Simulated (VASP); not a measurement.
A run of VASP 6.6.1 is set up as follows.

File INCAR:

```
PREC = Accurate ; ENCUT = 520
EDIFF = 1E-6 ; ISMEAR = -1
SIGMA = 0.05 ; LREAL = False
LASPH = True ; NELM = 60
ALGO = Normal ; ISIF = 2
LWAVE = False ; LCHARG = False
GGA = PS ; NBANDS = 11
```

The input KPOINTS:

```
regular mesh
0
Gamma
  18 18 18
```

The input POSCAR:

```
Pd
1.0
    0.0000000000      1.9383952691      1.9383952691
    1.9383952691      0.0000000000      1.9383952691
    1.9383952691      1.9383952691      0.0000000000
Pd
1
Direct
    0.0000000000      0.0000000000      0.0000000000
```

Potentials or basis: VASP PAW PBE potentials, release 64 (Pd).

Run with:

```sh
$ cat potpaw_PBE.64/Pd/POTCAR > POTCAR
$ mpirun -np 1 vasp_std > vasp.out
```

Problem. What does it give for the band gap on the k mesh?

Solution. Zero (band 5 reaches 10.14 eV, above the bottom of band 6 at 8.52 eV).

Problem. Predict the pressure.

Solution. -0.6 GPa.

Caveat: the PAW data sets were made with another functional, which shifts forces and pressure a little.
